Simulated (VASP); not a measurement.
The system is Sn2TeAs2.

```
Sn Te As
1.0
     4.45000    0.00000    0.00000
    -2.22500    3.85381    0.00000
     0.00000    0.00000    7.70000
Sn Te As
2 1 2
Direct
  0.33333 0.66667 0.28000
  0.66667 0.33333 0.72000
  0.00000 0.00000 0.00000
  0.66667 0.33333 0.37000
  0.33333 0.66667 0.63000
```

```yaml
Program: VASP 6.6.1
Task: relaxation of cell and atoms
Functional: PBE
Potentials_or_basis: VASP PAW PBE potentials, release 64 (Sn_d, Te, As)
Cutoff: 600 eV
k_mesh: 4 × 4 × 2
Occupations: gaussian, width 0.2 eV
Spin: no spin polarisation
```

At the start: pressure 6.9 GPa; volume 26.41 Å³/atom.

Question: How do energy, volume and symmetry change on relaxing?

Answer: Over 15 steps the energy falls by 206.1 meV/atom and the volume is 27.45 Å³/atom (+4.0 %); space group P-3m1 (No. 164, to 0.1 Å) before and after.

The path:
```tsv
step	energy change (eV)	largest force (eV/Å)	pressure (GPa)	volume (Å³)
1	0.0000	1.9268	6.92	132.05
2	-0.4533	0.6646	-2.78	155.05
3	-0.4864	0.8557	-1.25	149.48
4	-0.6170	0.8033	-0.97	147.14
5	-0.9126	0.5173	0.47	140.01
6	-0.6567	0.7479	5.56	125.34
7	-0.9839	0.3362	1.44	135.90
8	-0.9847	0.2709	-1.58	142.79
9	-1.0127	0.1611	-0.17	139.29
10	-1.0127	0.1641	-0.13	139.22
11	-1.0177	0.1425	-0.06	138.77
12	-1.0268	0.0866	0.23	137.42
13	-1.0197	0.1096	1.05	134.73
14	-1.0279	0.0594	0.45	136.59
15	-1.0307	0.0393	0.17	137.27
```

Final structure:
```
CELL_PARAMETERS angstrom
4.25657 0.00000 0.00000
-2.12829 3.68630 0.00000
0.00000 0.00000 8.74821
ATOMIC_POSITIONS crystal
Sn 0.33333 0.66667 0.23330
Sn 0.66667 0.33333 0.76670
Te 0.00000 0.00000 0.00000
As 0.66667 0.33333 0.38835
As 0.33333 0.66667 0.61165
```

Caveat: the k points lie up to 0.43 Å⁻¹ apart in the final cell, too coarse for converged energies and pressures of a metal; the relaxation stopped at a loose force limit of 0.08 eV/Å, so its end isn't a converged minimum.
